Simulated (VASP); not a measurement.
SmTa3Cl2:

```
Sm Ta Cl
1.0
     4.19048    0.00000    0.00000
    -2.09524    3.62906    0.00000
     0.00000    0.00000    9.11442
Sm Ta Cl
1 3 2
Cartesian
  0.0000 0.0000 0.0000
  0.0000 2.4194 4.5572
  0.0000 0.0000 5.6562
  0.0000 0.0000 3.4582
  2.0952 1.2097 0.0000
  0.0000 2.4194 0.0000
```

The cell was generated, and may not be a known phase.

```yaml
Program: VASP 6.6.1
Task: relaxation of cell and atoms
Functional: PBE
Potentials_or_basis: VASP PAW PBE potentials, release 64 (Sm_3, Ta_pv, Cl), 4f in core
Cutoff: 500 eV
k_mesh: 5 × 5 × 2
Occupations: gaussian, width 0.2 eV
Spin: no spin polarisation
```

At the start: pressure 37.7 GPa; volume 23.10 Å³/atom.

Question: How do energy, volume and symmetry change on relaxing?

Answer: Over 7 steps the energy falls by 819.7 meV/atom and the volume is 29.85 Å³/atom (+29.2 %); space group P-6m2 (No. 187, to 0.1 Å) before and after.

Step by step:
| step | energy change (eV) | largest force (eV/Å) | pressure (GPa) | volume (Å³) |
| --- | --- | --- | --- | --- |
| 1 | 0.0000 | 7.0192 | 37.74 | 138.61 |
| 2 | 2.7109 | 3.9775 | -11.28 | 276.48 |
| 3 | -4.5657 | 2.4901 | -2.50 | 182.71 |
| 4 | -4.6373 | 2.1177 | -0.82 | 178.58 |
| 5 | -4.6523 | 1.8530 | 0.38 | 175.97 |
| 6 | -4.9164 | 0.1599 | 0.01 | 179.36 |
| 7 | -4.9185 | 0.0619 | -0.01 | 179.11 |

Final structure:
```
Sm Ta Cl
1.0
     4.73298    0.00000    0.00000
    -2.36649    4.09888    0.00000
     0.00000    0.00000    9.23260
Sm Ta Cl
1 3 2
Direct
  0.00000 0.00000 0.00000
  0.33333 0.66667 0.50000
  0.00000 0.00000 0.62809
  0.00000 0.00000 0.37191
  0.66667 0.33333 0.00000
  0.33333 0.66667 0.00000
```

Caveat: the volume moved by over 15 % at a fixed basis, so the end points are rough; the run has no spin polarisation, though such a crystal can be magnetic; the relaxation stopped at a loose force limit of 0.08 eV/Å, so its end isn't a converged minimum.
